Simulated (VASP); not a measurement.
Runs of VASP 6.6.1 on ZnSe. The structure is that of space group I-4m2 (No. 119), or close to it. The cells are those of the table. 

```tsv
cell	gap on the mesh (eV)	pressure (GPa)
a = 4.143, b = 4.143, c = 5.354 Å, 4 atoms	0.93	(c)
a = 4.063, b = 4.063, c = 5.566 Å, 4 atoms	(b)	-1.5
a = 4.063, b = 4.063, c = 5.496 Å, 4 atoms	1.08	-0.7
a = 4.078, b = 4.078, c = 5.295 Å, 4 atoms	(a)	1.2
a = 4.043, b = 4.043, c = 5.295 Å, 4 atoms	1.19	2.4
```

Alike in all rows: task single point; level PBEsol; potentials or basis VASP PAW PBE potentials, release 64 (Zn, Se); no spin polarisation; k mesh 8 × 8 × 6; cutoff (eV) 520; smearing gaussian 0.02 eV.

Problem. Estimate the missing entries.

Solution. (a) 1.10; (b) 1.06; (c) -1.6.

Caveats: the PAW data sets were made with another functional, which shifts forces and pressure a little.

A k mesh can miss the band edges, and the runs leave out spin-orbit coupling on Se.
